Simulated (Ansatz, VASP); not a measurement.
Two plane-wave programs on BP

```
CELL_PARAMETERS angstrom
0.00000 2.29691 2.26440
2.29691 0.00000 2.26440
2.29691 2.29691 0.00000
ATOMIC_POSITIONS crystal
B 0.00000 0.00000 0.00000
P 0.25000 0.25000 0.25000
```

Alike in both runs: task single point; functional PBE; k mesh 8 × 8 × 8; no spin polarisation.

|  | VASP | Ansatz |
| --- | --- | --- |
| version | VASP 6.6.1 | Ansatz 0.2.0 |
| potentials or method | VASP PAW PBE potentials, release 64 (B, P), cutoff 500 eV | scalar-relativistic, plane waves, PAW |
| occupations | gaussian, width 0.01 eV | fixed |
| valence electrons in the cell | 8 | 8 |

VASP gave:

* gap on the k mesh at the Fermi level (eV): 1.09
* least direct gap on the mesh (eV): 3.22
* pressure (GPa): -2.6
* traceless stress, the component that is largest in VASP (GPa): 2.45

Q: Estimate Ansatz's values.

A: gap on the k mesh at the Fermi level (eV): 1.09; least direct gap on the mesh (eV): 3.23; pressure (GPa): -2.4; traceless stress, the component that is largest in VASP (GPa): 2.44.
